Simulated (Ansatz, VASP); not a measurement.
# Two plane-wave programs on BeS

```
Be S
1.0
     0.00000    2.31463    2.31463
     2.31463    0.00000    2.31463
     2.31463    2.31463    0.00000
Be S
1 1
Direct
  0.00000 0.00000 0.00000
  0.50000 0.50000 0.50000
```

Alike in both runs: task single point; functional PBE; k mesh 10 × 10 × 10; occupations gaussian, width 0.02 eV; no spin polarisation.

```csv
,VASP,Ansatz
version,VASP 6.6.1,Ansatz 0.2.0
potentials or method,"VASP PAW PBE potentials, release 64 (Be, S), cutoff 600 eV","scalar-relativistic, plane waves, PAW"
valence electrons in the cell,8,8
```

VASP gave:

```
gap on the k mesh at the Fermi level (eV) : 1.03
least direct gap on the mesh (eV)         : 4.17
pressure (GPa)                            : 0.0
```

Question: Which values does Ansatz return?

Answer: gap on the k mesh at the Fermi level (eV): 1.03; least direct gap on the mesh (eV): 4.16; pressure (GPa): 0.0.

With one functional, cell and mesh, what is left measures potentials, basis and numerics.
